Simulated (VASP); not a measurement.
MgO, 2 atoms in the cell. The structure is cubic, space group F-43m (No. 216). The conventional cell has a = 4.564 Å, b = 4.564 Å, c = 4.564 Å, α = 90.00°, β = 90.00°, γ = 90.00°. Within 2.6 Å of Mg (site symmetry -43m) lie 4 O at 1.98 Å. O (site symmetry -43m) has 4 Mg at 1.98 Å within 2.6 Å. 

| Quantity | Value |
| --- | --- |
| Program | VASP 6.6.1 |
| Task | G0W0 quasiparticle levels |
| Functional | PBE |
| Potentials or basis | VASP PAW PBE potentials, release 64 (Mg_GW, O_GW) |
| Cutoff | 500 eV |
| k mesh | 6 × 6 × 6 |
| Occupations | gaussian, width 0.01 eV |
| Spin | no spin polarisation |
| Dipole correction | no |
| GW scheme | G0W0 |
| GW iterations | 1 |
| Cutoff of the response function | 80 |
| Frequency points | 48 |
| Empty bands | 38 |
| Further INCAR settings | ALGO = EVGW0; EDIFF = 1e-08; NBANDS = 42 |

Potentials or basis: VASP PAW PBE potentials, release 64 (Mg_GW, O_GW).

Run with:

```sh
$ cat potpaw_PBE.64/Mg_GW/POTCAR potpaw_PBE.64/O_GW/POTCAR > POTCAR
$ cp INCAR.step1 INCAR
$ mpirun -np 1 vasp_std > vasp.out
$ cp INCAR.step2 INCAR
$ mpirun -np 1 vasp_std > vasp.out
$ cp INCAR.step3 INCAR
$ mpirun -np 1 vasp_std > vasp.out
```

Hardware: 1 thread of Intel Xeon 8259CL, on a shared host.

How long does it take, and how much memory?

It took 2.8 min on 1 thread of Intel Xeon 8259CL, with other jobs on the host, peak memory 0.27 GiB. Counts: k points 16.
